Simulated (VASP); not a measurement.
Hg: relaxation of shape and atoms at fixed volume with PBE

Crystal: Hg.

```
CELL_PARAMETERS angstrom
-2.91244 2.91244 1.55290
2.91244 -2.91244 1.55290
2.91244 2.91244 -1.55290
ATOMIC_POSITIONS crystal
Hg 0.75000 0.25000 0.50000
Hg 0.00000 0.00000 0.00000
```

* Program: VASP 6.6.1
* Task: relaxation of shape and atoms at fixed volume
* Functional: PBE
* Potentials or basis: VASP PAW PBE potentials, release 64 (Hg)
* Cutoff: 600 eV
* k mesh: 16 × 16 × 16
* Occupations: gaussian, width 0.1 eV
* Spin: no spin polarisation
* Dipole correction: no
* Further INCAR settings: ALGO = Fast; EDIFF = 1e-07; IBRION = 2; EDIFFG = -0.01; NSW = 50; ISIF = 4

- Energy gained by relaxing: 0.1 meV/atom
- Ionic steps: 3
- Pressure after relaxing: 2.5 GPa
- Band gap on the k mesh: zero (bands 12 and 13 overlap by 4.18 eV)

The path:
| step | energy change (eV) | largest force (eV/Å) | pressure (GPa) | volume (Å³) |
| --- | --- | --- | --- | --- |
| 1 | 0.0000 | 0.0000 | 2.55 | 52.69 |
| 2 | -0.0001 | 0.0000 | 2.54 | 52.69 |
| 3 | -0.0001 | 0.0000 | 2.54 | 52.69 |

Final structure:
```cif
data_structure
_symmetry_space_group_name_H-M 'P 1'
_symmetry_Int_Tables_number 1
_cell_length_a 4.4066
_cell_length_b 4.4066
_cell_length_c 4.4066
_cell_angle_alpha 97.085
_cell_angle_beta 97.085
_cell_angle_gamma 138.879
_cell_volume 52.69
loop_
_atom_site_label
_atom_site_type_symbol
_atom_site_fract_x
_atom_site_fract_y
_atom_site_fract_z
_atom_site_occupancy
Hg1 Hg 0.75000 0.25000 0.50000 1
Hg2 Hg 0.00000 0.00000 0.00000 1
```

Levels at points of the mesh, in eV from the Fermi level:
```tsv
k point	band 8	band 9	band 10	band 11	band 12	band 13	band 14	band 15	band 16
(0.00, 0.00, 0.00)	-6.30	-6.30	-5.92	-5.49	1.18	1.80	1.80	7.70	10.85
(0.50, 0.00, 0.00)	-6.06	-5.95	-5.71	-2.12	-1.66	2.37	2.37	3.32	7.32
(0.50, 0.50, 0.00)	-6.35	-6.08	-6.08	-5.36	-5.36	5.54	5.54	6.07	6.07
(0.50, 0.50, 0.50)	-6.29	-6.26	-6.26	-2.67	-2.67	-1.68	-1.68	10.72	10.72
```

Wall time 4.2 min on 1 thread of Intel(R) Xeon(R) 6975P-C (Granite Rapids) (shared host), peak memory 0.45 GiB.

Caveat: spin-orbit coupling is left out, which moves the levels of the heavy elements.
